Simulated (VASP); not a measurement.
# Rb8Mg4H15 (a cell with a defect) in VASP: notebook

Rb8Mg4H15 (a cell with a defect) is run at these levels: PBEsol; tasks: single point.

Everything below comes from runs of VASP 6.6.1. Logs are shortened: lines on timing, memory, paths and dates and some standing lists are left out, and cuts for length are marked.

## Step 1: The cell of the first run

The cell holds a defect, 27 atoms: a = 8.267 Å, b = 6.398 Å, c = 11.237 Å, α = 90.00°, β = 90.00°, γ = 90.00°.

## Step 2: Single point, PBEsol

The input, INCAR:

```
SYSTEM = Rb8Mg4H15
PREC     = Accurate       ! precision mode
ENCUT    = 520            ! plane-wave cutoff, eV
EDIFF    = 1E-6           ! SCF threshold, eV
ISMEAR   = -1             ! smearing method
SIGMA    = 0.05           ! smearing width, eV
LREAL    = Auto         
LASPH    = .True.         ! aspherical terms in the spheres
NELM     = 80             ! most SCF steps
ALGO     = Normal         ! electronic algorithm
ISIF     = 2              ! what is computed and relaxed
LWAVE    = .False.        ! write WAVECAR
LCHARG   = .True.         ! write CHGCAR
GGA      = PS             ! functional
LELF     = .True.         ! ELF
LVHAR    = .True.       
NELECT   = 96.0         
NBANDS   = 66             ! bands
```

The input, KPOINTS:

```
Automatic mesh
0
Gamma
  1 2 1
  0 0 0
```

The input, POSCAR:

```
Rb8Mg4H15
1.0
    8.2671220000      0.0000000000      0.0000000000
    0.0000000000      6.3978410000      0.0000000000
    0.0000000000      0.0000000000     11.2369330000
Rb Mg H
8 4 15
Direct
    0.1999970485      0.2287490421      0.5752370331
    0.6718783151      0.3243750509      0.9548512926
    0.8395908516      0.7704005148      0.4598852730
    0.2732147899      0.6768689625      0.0164724663
    0.4730183007      0.2136970894      0.2554700647
    0.9598019722      0.2980380413      0.1835198270
    0.5288660310      0.7714164825      0.7463869367
    0.0097615591      0.7432819915      0.8070262589
    0.2265238132      0.1920022708      0.8741175194
    0.7468016076      0.2828766767      0.5814842894
    0.7478781612      0.7185080092      0.1271788307
    0.2458896820      0.7214152399      0.3737318715
    0.2686666533      0.4439935284      0.8053799021
    0.7741992921     -0.0260869253      0.6750507456
    0.1412946368      0.4530434564      0.3791337013
    0.7192708660      0.4542938782      0.1613696549
    0.0464127661      0.9384728379      0.3658738554
    0.2576350028     -0.0068460595      0.7597090772
    0.9227515936      0.4646723793      0.6050761360
    0.1248318339      0.0202099427      0.9305831048
    0.6357230485      0.4452908411      0.7121249188
    0.8602993883      0.5749752143      0.0020112249
    0.3413279736      0.7227750737      0.2288613806
    0.6264695259      0.3272979119      0.4468657061
    0.3590245795      0.1629143331     -0.0063629462
    0.3323042771      0.7779968274      0.5380738677
    0.6056521242      0.7339663490      0.9890866129
```

Potentials or basis: VASP PAW PBE potentials, release 64 (Rb_sv, Mg, H).

Command:

```sh
$ cat potpaw_PBE.64/Rb_sv/POTCAR potpaw_PBE.64/Mg/POTCAR potpaw_PBE.64/H/POTCAR > POTCAR
$ mpirun -np 1 vasp_std > vasp.out
```

OUTCAR:

```text
SYSTEM = Rb8Mg4H15
   PREC = Accurate
   ENCUT = 520
   EDIFF = 1E-6
   ISMEAR = -1
   LREAL = Auto
   LASPH = .True.
   NELM = 80
   ISIF = 2
   GGA = PS
   NELECT = 96.0

 ion  position               nearest neighbor table
   1  0.200  0.229  0.575-  18 2.61  15 2.67  19 2.76  13 2.98  26 3.11  17 3.26   9 3.37  10 3.76
                            12 3.90  12 3.98   5 4.24   8 4.35   3 4.38   7 4.43   8 4.48  10 4.53
   2  0.672  0.324  0.955-  22 2.30  16 2.50  27 2.70  25 2.82  21 2.85  11 3.24   6 3.51   5 3.82
                             7 3.88   9 3.89   4 4.05   8 4.21  10 4.25  11 4.38   7 4.40   8 4.94
   3  0.840  0.770  0.460-  17 2.28  19 2.64  14 2.80  24 3.34  15 3.34  10 3.49  12 3.51  10 3.63
                            11 3.83   7 4.12   8 4.15   1 4.38   6 4.45   6 4.69   5 4.74   1 4.75
   4  0.273  0.677  0.016-  23 2.47  20 2.69  27 2.79  13 2.80  25 3.20   8 3.23   9 3.51   9 3.68
                             7 3.75   6 4.01  12 4.03   2 4.05  11 4.13   5 4.33  11 4.53   5 4.66
   5  0.473  0.214  0.255-  24 2.60  16 2.76  25 3.11  23 3.34   2 3.82  12 3.90  12 3.98   6 4.14
                            11 4.16  11 4.20   1 4.24   4 4.33  10 4.33   6 4.35   4 4.66   3 4.74
   6  0.960  0.298  0.184-  16 2.24  22 2.82  15 2.84  17 3.16  11 3.27   2 3.51   4 4.01   5 4.14
                            11 4.15   9 4.17  12 4.18   5 4.35   3 4.45   3 4.69   1 4.85   4 5.10
   7  0.529  0.771  0.746-  21 2.30  14 2.54  18 2.66  27 2.81  26 2.85  13 3.07   4 3.75   2 3.88
                             9 3.94   8 4.04  10 4.06   3 4.12  10 4.17   8 4.35   2 4.40   1 4.43
   8  0.010  0.743  0.807-  20 2.44  18 2.65  22 2.74  14 2.86  13 2.87  19 2.97   4 3.23   9 3.47
                             9 4.03   7 4.04   3 4.15  11 4.20   2 4.21   1 4.35   7 4.35  10 4.45
   9  0.227  0.192  0.874-  20 1.52  25 1.74  13 1.82  18 1.83   1 3.37   8 3.47   4 3.51   4 3.68
                             2 3.89   7 3.94   8 4.03   6 4.17   7 4.70
  10  0.747  0.283  0.581-  24 1.83  19 1.88  21 2.02  14 2.25   3 3.49   3 3.63   1 3.76   7 4.06
                             7 4.17   2 4.25   5 4.33   8 4.45   1 4.53
  11  0.748  0.719  0.127-  16 1.75  22 1.92  27 1.95   2 3.24   6 3.27   3 3.83   4 4.13   6 4.15
                             5 4.16   8 4.20   5 4.20   2 4.38   4 4.53   7 4.66
  12  0.246  0.721  0.374-  23 1.81  15 1.92  26 2.01  17 2.16   3 3.51   1 3.90   5 3.90   1 3.98
                             5 3.98   4 4.03   6 4.18
  13  0.269  0.444  0.805-   9 1.82   4 2.80   8 2.87   1 2.98   7 3.07
  14  0.774  0.974  0.675-  10 2.25   7 2.54   3 2.80   8 2.86
  15  0.141  0.453  0.379-  12 1.92   1 2.67   6 2.84   3 3.34
  16  0.719  0.454  0.161-  11 1.75   6 2.24   2 2.50   5 2.76
  17  0.046  0.938  0.366-  12 2.16   3 2.28   6 3.16   1 3.26
  18  0.258  0.993  0.760-   9 1.83   1 2.61   8 2.65   7 2.66
  19  0.923  0.465  0.605-  10 1.88   3 2.64   1 2.76   8 2.97
  20  0.125  0.020  0.931-   9 1.52   8 2.44   4 2.69
  21  0.636  0.445  0.712-  10 2.02   7 2.30   2 2.85
  22  0.860  0.575  0.002-  11 1.92   2 2.30   8 2.74   6 2.82
  23  0.341  0.723  0.229-  12 1.81   4 2.47   5 3.34
  24  0.626  0.327  0.447-  10 1.83   5 2.60   3 3.34
  25  0.359  0.163  0.994-   9 1.74   2 2.82   5 3.11   4 3.20
  26  0.332  0.778  0.538-  12 2.01   7 2.85   1 3.11
  27  0.606  0.734  0.989-  11 1.95   2 2.70   4 2.79   7 2.81

  LATTYP: Found a simple orthorhombic cell.
 ALAT       =     6.3978410000
 B/A-ratio  =     1.2921737192
 C/A-ratio  =     1.7563632794

  Lattice vectors:

 A1 = (   0.0000000000,  -6.3978410000,   0.0000000000)
 A2 = (   8.2671220000,   0.0000000000,   0.0000000000)
 A3 = (   0.0000000000,   0.0000000000,  11.2369330000)

Analysis of symmetry for initial positions (statically):
=====================================================================
 Subroutine PRICEL returns:
 Original cell was already a primitive cell.

 Routine SETGRP: Setting up the symmetry group for a
 simple orthorhombic supercell.

[... 47 lines left out ...]
   IALGO  =     38    algorithm
   IMIX   =      4    mixing-type and parameters
     AMIX     =   0.40;   BMIX     =  1.00
     AMIX_MAG =   1.60;   BMIX_MAG =  1.00
  volume/ion in A,a.u.               =      22.01       148.55
  Fermi-wavevector in a.u.,A,eV,Ry     =   0.891566  1.684815 10.815128  0.794890
  Thomas-Fermi vector in A             =   2.013402
   LORBIT       =      0    0 simple, 1 ext, 2 COOP (PROOUT), +10 PAW based schemes
   GGA     = PS    functional components
   LHFCALC =     F    Hartree Fock is set to
   AEXX    =    0.0000 exact exchange contribution
   IVDW    =     0    specifies the selected vdW correction
   LEPSILON=     F    determine dielectric tensor
   LRPA    =     F    only Hartree local field effects (RPA)
 non-spin polarized calculation
  energy-cutoff  :      520.00
  volume of cell :      594.34
 maximum number of plane-waves:     16028
 NGX is ok and might be reduce to    64
   NGX = 31   NGY = 23   NGZ = 41

 number of electron      96.0000006 magnetization

 Free energy of the ion-electron system (eV)
  ---------------------------------------------------
  ext. energy  EPLUGINS =         0.00000000
  ---------------------------------------------------
  free energy    TOTEN  =       -62.91531991 eV

  energy without entropy =      -62.91055065  energy(sigma->0) =      -62.91293528

 E-fermi :   1.3173     XC(G=0):  -7.2948

 val. band max:        1.0739541758   @ k =   0.0000   0.0000   0.0000
 cond. band min:       1.5689429953   @ k =   0.0000   0.0000   0.0000
 fundamental gap:      0.4949888195
 Fermi energy:         1.3173280681

 k-point     1 :       0.0000    0.0000    0.0000
  band No.  band energies     occupation
      1     -27.5161      2.00000
      2     -27.4932      2.00000
      3     -27.2686      2.00000
      4     -27.1823      2.00000
      5     -27.0969      2.00000
      6     -27.0157      2.00000
[... 52 lines left out ...]
     59       3.4452      0.00000
     60       3.6675      0.00000

 k-point     2 :       0.0000    0.5000    0.0000
  band No.  band energies     occupation
      1     -27.5155      2.00000
      2     -27.4937      2.00000
      3     -27.2682      2.00000
      4     -27.1826      2.00000
      5     -27.0968      2.00000
      6     -27.0157      2.00000
[... 52 lines left out ...]
     59       3.6788      0.00000
     60       3.7022      0.00000
 [bands above 60 left out]

------------------------ aborting loop because EDIFF is reached ----------------------------------------

  FORCE on cell =-STRESS in cart. coord.  units (eV):
  Direction    XX          YY          ZZ          XY          YZ          ZX
  --------------------------------------------------------------------------------------
  -------------------------------------------------------------------------------------
  Total       14.1431917      7.3680874      8.8012806      3.1480680     -1.2173243     -1.0087810
  in kB       38.1261042     19.8623106     23.7258003      8.4863143     -3.2815671     -2.7193924
  external PRESSURE =      27.2380717 kB  Pullay stress =       0.0000000 kB

 VOLUME and BASIS-vectors are now :
 -----------------------------------------------------------------------------
  energy-cutoff  :      520.00
  volume of cell :      594.34
      direct lattice vectors                 reciprocal lattice vectors
     8.267122000  0.000000000  0.000000000     0.120961079  0.000000000  0.000000000
     0.000000000  6.397841000  0.000000000     0.000000000  0.156302728  0.000000000
     0.000000000  0.000000000 11.236933000     0.000000000  0.000000000  0.088992254

 POSITION                                       TOTAL-FORCE (eV/Angst)
 -----------------------------------------------------------------------------------
      1.65340      1.46350      6.46390         0.195616      0.006089     -0.330806
      5.55450      2.07530     10.72960        -0.511538     -1.016959     -0.851322
      6.94100      4.92890      5.16770        -0.815518     -0.561351      0.044504
      2.25870      4.33050      0.18510         0.115605      0.454867      0.215378
      3.91050      1.36720      2.87070        -0.152883     -0.040755     -0.242396
      7.93480      1.90680      2.06220         1.122622     -0.881620      0.413457
[... 19 lines left out ...]
      2.74720      4.97750      6.04630        -0.133035     -0.058472     -0.714349
      5.00700      4.69580     11.11430        -0.356725      0.058541      0.024263
 -----------------------------------------------------------------------------------
    total drift:                               -0.000912      0.001139      0.002895

  FREE ENERGIE OF THE ION-ELECTRON SYSTEM (eV)
  ---------------------------------------------------
  free  energy   TOTEN  =       -62.9153199144 eV

  energy  without entropy=      -62.9105506539  energy(sigma->0) =      -62.91293528
```

Wall time 3.4 min (1 thread of Intel Xeon Platinum 8259CL at 2.50GHz (Skylake/Cascade Lake), shared host); peak memory 0.55 GiB.

Results:

```
Free energy   : -62.9153 eV
Largest force : 3.365 eV/Å
```

Forces in eV/Å, atoms in the order of the input:
```
Rb   0.196  0.006 -0.331
Rb  -0.512 -1.017 -0.851
Rb  -0.816 -0.561  0.045
Rb   0.116  0.455  0.215
Rb  -0.153 -0.041 -0.242
Rb   1.123 -0.882  0.413
Rb  -0.477  0.528  0.109
Rb  -0.659 -0.255 -0.554
Mg   1.626  1.380 -1.211
Mg  -0.355  0.323  1.475
Mg  -0.103  1.205 -0.450
Mg  -0.742  0.214  0.419
H   -0.313  0.175 -0.001
H    0.241  0.970 -0.707
H    0.186  0.329 -0.097
H   -1.170 -0.286  0.479
H    1.515  0.107 -0.134
H    0.290 -0.022 -0.260
H    0.078 -0.434 -0.114
H   -2.516 -1.548  1.612
H    0.328 -1.111 -0.511
H    1.286  0.265  0.099
H    0.316  0.103  0.356
H    0.260 -0.213  0.220
H    0.744  0.310  0.712
H   -0.133 -0.058 -0.714
H   -0.357  0.059  0.024
```

Caveat: the k points lie up to 0.76 Å⁻¹ apart; the cell carries a net charge on a neutralising background, which shifts energy and pressure; the cell is charged against a uniform background, so pressure and absolute levels hang on convention; the atoms stand as in a frame of molecular dynamics; the PAW data sets were made with another functional, which shifts forces and pressure a little.

## Step 3: Single point, PBEsol

The input, INCAR:

```
SYSTEM = Rb8Mg4H15
PREC     = Accurate       ! precision mode
ENCUT    = 520            ! plane-wave cutoff, eV
EDIFF    = 1E-6           ! SCF threshold, eV
ISMEAR   = -1             ! smearing method
SIGMA    = 0.05           ! smearing width, eV
LREAL    = Auto         
LASPH    = .TRUE.         ! aspherical terms in the spheres
NELM     = 60             ! most SCF steps
ALGO     = Normal         ! electronic algorithm
ISIF     = 2              ! what is computed and relaxed
LWAVE    = .FALSE.        ! write WAVECAR
LCHARG   = .FALSE.        ! write CHGCAR
GGA      = PS             ! functional
NBANDS   = 66             ! bands
NELECT   = 96.0
```

The input, KPOINTS:

```
Automatic mesh
0
G
  1 2 1
  0 0 0
```

The input, POSCAR:

```
Rb8Mg4H15
1.0
    8.2671220000      0.0000000000      0.0000000000
    0.0000000000      6.3978410000      0.0000000000
    0.0000000000      0.0000000000     11.2369330000
Rb Mg H
8 4 15
Direct
    0.2519498321      0.2234660099      0.5580437295
    0.6671366408      0.3452570953      0.9800894960
    0.8177452806      0.7330597931      0.4447743882
    0.2596671490      0.7269639868     -0.0200054588
    0.4839168939      0.1800920029      0.2569918322
    0.9460245053      0.2608379921      0.2036676734
    0.5493447417      0.7602408375      0.7148124849
   -0.0458321530      0.7263856667      0.8417154396
    0.2351483382      0.2401591412      0.8857043110
    0.7686955630      0.2723575031      0.6215397030
    0.7209522250      0.8622596279      0.1232186754
    0.3185389063      0.7555830162      0.3817500736
    0.3858416508      0.3988533007      0.8153559339
    0.8999867185     -0.0881859990      0.6343901846
    0.1735670527      0.4961204881      0.4134936108
    0.7340039254      0.5611736834      0.1625087557
    0.1159532906      1.0289252265      0.4105924633
    0.2218910039     -0.0255554960      0.8156318099
    0.8843948353      0.5147361430      0.6617197059
    0.0223657036      0.2591186621      0.9045261728
    0.5825969424      0.2593687464      0.7374521144
    0.9971063691      0.9391918305      0.0632912913
    0.3376507568      0.7739642170      0.2268946518
    0.6545083041      0.2725606966      0.4588173659
    0.2290035154      0.2498811709      0.0632467952
    0.4636075287      0.8312491667      0.5287296810
    0.6938448471      0.7991445864      0.9430153228
```

Potentials or basis: VASP PAW PBE potentials, release 64 (Rb_sv, Mg, H).

Command:

```sh
$ cat potpaw_PBE.64/Rb_sv/POTCAR potpaw_PBE.64/Mg/POTCAR potpaw_PBE.64/H/POTCAR > POTCAR
$ mpirun -np 1 vasp_std > vasp.out
```

It took 3.7 min on 1 thread of Intel Xeon Platinum 8259CL at 2.50GHz (Skylake/Cascade Lake), shared host; peak memory 0.55 GiB.

Results (log left out):

| Item | Value |
| --- | --- |
| Free energy | -62.0249 eV |
| Largest force | 1.825 eV/Å |

Forces on the atoms (eV/Å):
```
Rb   0.348  0.091  1.012
Rb  -0.058 -0.237 -0.822
Rb   0.274 -0.014 -0.455
Rb   0.831 -0.184  1.391
Rb  -0.953  0.831  0.375
Rb   1.097  0.201  0.426
Rb   0.197 -0.120  0.895
Rb  -0.156  0.378 -0.387
Mg  -0.471 -0.756  0.624
Mg  -0.444 -0.775  0.287
Mg   0.763 -0.949 -0.719
Mg  -1.254 -0.234  0.846
H   -0.365  0.539  0.117
H   -0.561  1.181  0.126
H    0.455  0.848 -0.256
H    0.002  0.246  0.159
H    0.377 -0.905 -0.620
H    0.474  0.260 -0.308
H   -0.295 -0.570 -0.504
H   -0.709  0.696 -0.383
H    0.807 -0.162 -0.599
H   -0.569 -0.490  0.179
H    0.267  0.033 -0.270
H    0.512  0.185  0.649
H    0.754  0.032 -0.396
H   -0.732 -0.019 -1.672
H   -0.592 -0.109  0.306
```

Levels at points of the mesh, in eV from the Fermi level:
```tsv
k point	band 44	band 45	band 46	band 47	band 48	band 49	band 50	band 51	band 52	band 53
(0.00, 0.00, 0.00)	-2.92	-2.71	-2.65	-2.40	-0.36	0.40	0.72	0.81	1.02	1.10
(0.00, 0.50, 0.00)	-2.94	-2.66	-2.63	-2.31	-0.76	0.40	0.57	0.69	0.94	1.22
```

Caveat: the k points lie up to 0.76 Å⁻¹ apart; the cell carries a net charge on a neutralising background, which shifts energy and pressure; the cell is charged against a uniform background, so pressure and absolute levels hang on convention; the atoms stand as in a frame of molecular dynamics; the PAW data sets were made with another functional, which shifts forces and pressure a little.

## Step 4: Single point, PBEsol

The input, INCAR:

```
PREC     = Accurate       # precision mode
ENCUT    = 520            # plane-wave cutoff, eV
EDIFF    = 1E-7           # SCF threshold, eV
ISMEAR   = -1             # smearing method
SIGMA    = 0.05           # smearing width, eV
LREAL    = Auto         
LASPH    = True           # aspherical terms in the spheres
NELM     = 100            # most SCF steps
ALGO     = Normal         # electronic algorithm
ISIF     = 2              # what is computed and relaxed
LWAVE    = False          # write WAVECAR
LCHARG   = False          # write CHGCAR
GGA      = PS             # functional
NELECT   = 96.0         
NBANDS   = 66             # bands
```

The input, KPOINTS:

```
Automatic mesh
0
Gamma
  1 2 1
```

The input, POSCAR:

```
Rb8Mg4H15
1.0
    8.2671220000      0.0000000000      0.0000000000
    0.0000000000      6.3978410000      0.0000000000
    0.0000000000      0.0000000000     11.2369330000
Rb Mg H
8 4 15
Direct
    0.3074104870      0.2142285187      0.5586666753
    0.6628788108      0.3568234972      0.9858828917
    0.8047782529      0.6972977290      0.4147039054
    0.2751743593      0.7826233881     -0.0181277222
    0.4619866503      0.1864535239      0.2720226240
    0.9735673430      0.2259668535      0.2388107146
    0.5612836003      0.7518630113      0.6850534750
   -0.1162677894      0.7359201331      0.8553401538
    0.1935498230      0.2868311357      0.8790120934
    0.7745258870      0.2281550917      0.6669079543
    0.7236254648      0.8592429853      0.0995022396
    0.3342880388      0.7544732668      0.3344595896
    0.3397191913      0.4400546997      0.8244687407
    0.8622226695     -0.0364810567      0.5674502108
    0.2495427066      0.5520456041      0.4044341993
    0.9432907849      0.6887323396      0.1371904594
    0.1873203274      1.0084183086      0.3377612023
    0.2111980445     -0.0260869253      0.7906783817
    0.7321411248      0.4584202702      0.7494660687
   -0.0169224550      0.3579176163      0.8375239044
    0.5741175708      0.1340608496      0.7405846417
    1.0590263456      1.1493095874      0.0089615200
    0.5127177269      0.7056442947      0.1910752694
    0.7058320901      0.3444286909      0.4936044382
    0.3093700565      0.2843615526      0.0589395701
    0.5011659438      0.9072435529      0.4568506371
    0.5714201387      0.7762618671      0.9797157285
```

Command:

```sh
$ cat potpaw_PBE.64/Rb_sv/POTCAR potpaw_PBE.64/Mg/POTCAR potpaw_PBE.64/H/POTCAR > POTCAR
$ mpirun -np 1 vasp_std > vasp.out
```

Wall time 4.5 min (1 thread of Intel Xeon Platinum 8259CL at 2.50GHz (Skylake/Cascade Lake), shared host); peak memory 0.55 GiB.

Results (log left out):

```yaml
Free_energy: -62.2300 eV
Largest_force: 2.544 eV/Å
```

Forces in eV/Å, atoms in the order of the input:
```
Rb  -0.023 -0.057  0.481
Rb  -0.298 -0.139 -0.543
Rb   0.172  0.210 -0.493
Rb  -0.101 -0.043  0.606
Rb   0.196  0.776 -0.240
Rb   0.422  0.205 -0.230
Rb  -0.913 -0.179 -0.133
Rb   0.800  0.678 -0.165
Mg  -1.006 -1.999  1.210
Mg  -0.522 -0.247 -0.737
Mg  -0.198  0.086  0.890
Mg   0.655  1.000 -0.193
H    0.751  0.890 -0.718
H   -0.019  0.677  1.058
H   -0.465 -1.105  0.475
H   -0.496 -0.077 -0.157
H    0.555 -0.704  0.027
H   -0.041  0.683 -0.224
H    0.130  0.357 -0.079
H    0.014  0.078 -0.584
H    0.558 -0.132 -0.151
H   -0.360 -0.509 -0.195
H   -0.449  0.219  0.777
H   -0.051 -0.151  0.453
H    0.333  0.087 -0.294
H   -0.494 -0.489 -0.445
H    0.848 -0.113 -0.396
```

Levels at points of the mesh, in eV from the Fermi level:
| k point | band 45 | band 46 | band 47 | band 48 | band 49 | band 50 | band 51 | band 52 |
| --- | --- | --- | --- | --- | --- | --- | --- | --- |
| (0.00, 0.00, 0.00) | -2.62 | -2.26 | -1.20 | -0.31 | 0.64 | 0.84 | 0.91 | 1.24 |
| (0.00, 0.50, 0.00) | -2.79 | -2.27 | -1.26 | -0.62 | 0.31 | 0.52 | 0.91 | 1.28 |

Caveat: the k points lie up to 0.76 Å⁻¹ apart; the cell carries a net charge on a neutralising background, which shifts energy and pressure; the cell is charged against a uniform background, so pressure and absolute levels hang on convention; the atoms stand as in a frame of molecular dynamics; the PAW data sets were made with another functional, which shifts forces and pressure a little.
